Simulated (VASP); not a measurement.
Set up this calculation in VASP 6.6.1, as the native input.

* Task: single point
* Functional: r2SCAN
* Potentials or basis: VASP PAW PBE potentials, release 64 (Li_sv)
* Cutoff: 520 eV
* k mesh: 20 × 20 × 20
* Occupations: fermi-dirac, width 0.08 eV
* Spin: no spin polarisation
* Dipole correction: no
* Further INCAR settings: ALGO = Normal; EDIFF = 1e-07; NBANDS = 8

The system is Li.

```
CELL_PARAMETERS angstrom
-1.73828 1.73828 1.73828
1.73828 -1.73828 1.73828
1.73828 1.73828 -1.73828
ATOMIC_POSITIONS crystal
Li 0.00000 0.00000 0.00000
```

These files were run (other wordings do the same):

POSCAR

```
Li
1.0
   -1.7382840646      1.7382840646      1.7382840646
    1.7382840646     -1.7382840646      1.7382840646
    1.7382840646      1.7382840646     -1.7382840646
Li
1
Direct
    0.0000000000      0.0000000000      0.0000000000
```

INCAR.step1

```
PREC = Accurate ; ENCUT = 520
ISMEAR = -1 ; SIGMA = 0.08
LREAL = F ; LASPH = T
NELM = 60 ; NBANDS = 8
GGA = PE ; ALGO = Normal
EDIFF = 1E-4 ; LWAVE = T
LCHARG = F
```

INCAR.step2

```
PREC = Accurate ; ENCUT = 520
EDIFF = 1E-7 ; ISMEAR = -1
SIGMA = 0.08 ; LREAL = F
LASPH = T ; NELM = 60
ALGO = Normal ; ISIF = 2
LWAVE = F ; LCHARG = F
METAGGA = R2SCAN ; LMIXTAU = T
NBANDS = 8 ; ISTART = 1
```

KPOINTS

```
regular mesh
0
Gamma
  20 20 20
```

Potentials or basis: VASP PAW PBE potentials, release 64 (Li_sv).

Command:

```bash
$ cat potpaw_PBE.64/Li_sv/POTCAR > POTCAR
$ cp INCAR.step1 INCAR
$ mpirun -np 1 vasp_std > vasp.out
$ cp INCAR.step2 INCAR
$ mpirun -np 1 vasp_std > vasp.out
```

Run time: 74 s on 1 thread of Intel(R) Xeon(R) 6975P-C (Granite Rapids), with other jobs on the host, peak memory 0.15 GiB.
